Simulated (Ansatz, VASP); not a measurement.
## Two plane-wave programs on Co

```
CELL_PARAMETERS angstrom
2.45020 0.00000 0.00000
-1.22510 2.12193 0.00000
0.00000 0.00000 3.95790
ATOMIC_POSITIONS crystal
Co 0.33333 0.66667 0.25000
Co 0.66667 0.33333 0.75000
```

Alike in both runs: task single point; functional RPBE; k mesh 23 × 23 × 13; occupations fermi-dirac, width 0.05 eV; collinear spin.

|  | VASP | Ansatz |
| --- | --- | --- |
| version | VASP 6.6.1 | Ansatz 0.2.0 |
| potentials or method | VASP PAW PBE potentials, release 64 (Co), cutoff 520 eV | plane waves (420 eV) with PAW, scalar-relativistic |
| valence electrons in the cell | 18 | 34 |

```tsv
	VASP	Ansatz	Ansatz less VASP
pressure (GPa)	18.3	19.3	+0.96
traceless stress, the component that is largest in VASP (GPa)	0.25	0.33	+0.084
net moment per atom (μB)	1.57	1.57	+0.006
size of the moment on the site where the two differ most (μB)	1.58	1.65	+0.072
```

VASP's potentials were made for PBE, not for RPBE. Site moments also hang on the region over which each program counts them. VASP's potentials hold 18 valence electrons a cell and Ansatz's 34, so a difference there can come from the potentials and not from the codes.
